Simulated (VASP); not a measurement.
Set up this calculation in VASP 6.6.1, as the native input.

```
Task                   : single point
Functional             : LDA
Potentials or basis    : VASP PAW LDA potentials, release 64 (Re)
Cutoff                 : 520 eV
k mesh                 : 14 × 14 × 14
Occupations            : fermi-dirac, width 0.03 eV
Spin                   : no spin polarisation
Dipole correction      : no
Further INCAR settings : ALGO = Normal; EDIFF = 1e-07; NBANDS = 10
```

The structure of Re lies in POSCAR:

```
Re
1.0
    0.0592500000      2.0046250000      2.0046250000
    2.0046250000      0.0592500000      2.0046250000
    2.0046250000      2.0046250000      0.0592500000
Re
1
Direct
    0.0000000000      0.0000000000      0.0000000000
```

This cell differs from its parent crystal: equal xy, yz and zx shear strains of +3 %.

One way to write it, as run:

INCAR

```
ALGO = Normal ; EDIFF = 1E-7
ENCUT = 520 ; GGA = CA
ISIF = 2 ; ISMEAR = -1
LASPH = True ; LCHARG = False
LREAL = False ; LWAVE = False
NBANDS = 10 ; NELM = 80
PREC = Accurate ; SIGMA = 0.03
```

KPOINTS

```
k-points
0
Gamma
  14 14 14
```

Potentials or basis: VASP PAW LDA potentials, release 64 (Re).

Run with:

```bash
$ cat potpaw_LDA.64/Re/POTCAR > POTCAR
$ mpirun -np 1 vasp_std > vasp.out
```

It gave:

The pressure is -22.2 GPa. The band gap on the k mesh is zero (an odd number of electrons rules out a gap without spin polarisation).

Caveat: the cell differs from its parent crystal (equal xy, yz and zx shear strains of +3 %); the cell stands under tension; spin-orbit coupling is left out, which moves the levels of the heavy elements.

Run time: 24 s on 1 thread of Intel(R) Xeon(R) Platinum 8488C (Sapphire Rapids), with other jobs on the host, peak memory 0.16 GiB.
